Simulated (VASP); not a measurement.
A run of VASP 6.6.1 is set up as follows.

Contents of INCAR:

```
SYSTEM = Al2GaSb3
  ALGO = Normal
  EDIFF = 1E-6
  ENCUT = 520
  GGA = PE
  ISIF = 2
  ISMEAR = 0
  LASPH = .True.
  LCHARG = .False.
  LREAL = .False.
  LWAVE = .False.
  NBANDS = 26
  NELM = 100
  PREC = Accurate
  SIGMA = 0.1
```

KPOINTS

```
k-points
0
Gamma
  12 12 4
  0 0 0
```

File POSCAR:

```
Al2GaSb3
1.0
    4.1913752088      0.0000000000      0.0000000000
   -2.0956876044      3.6298374076      0.0000000000
    0.0000000000      0.0000000000      9.6943058908
Al Ga Sb
2 1 3
Direct
    0.3333333333      0.6666666667      0.7359113869
    0.3333333333      0.6666666667      0.4126051812
    0.0000000000      0.0000000000      0.2751917444
    0.6666666667      0.3333333333      0.5735676560
    0.6666666667      0.3333333333      0.1033386278
    0.0000000000      0.0000000000      0.8993844437
```

Potentials or basis: VASP PAW PBE potentials, release 64 (Al, Ga_d, Sb).

Command:

```console
$ cat potpaw_PBE.64/Al/POTCAR potpaw_PBE.64/Ga_d/POTCAR potpaw_PBE.64/Sb/POTCAR > POTCAR
$ mpirun -np 1 vasp_std > vasp.out
```

Estimate the band gap on the k mesh.

zero (bands 17 and 18 overlap by 1.53 eV).

Estimate the pressure.

0.1 GPa.

Predict the largest force.

0.008 eV/Å.

Forces on the atoms (eV/Å):
```
Al   0.000  0.000  0.001
Al   0.000  0.000 -0.007
Ga   0.000  0.000  0.008
Sb   0.000  0.000  0.002
Sb   0.000  0.000 -0.003
Sb   0.000  0.000 -0.001
```

Caveat: spin-orbit coupling is left out, which moves the levels of the heavy elements.
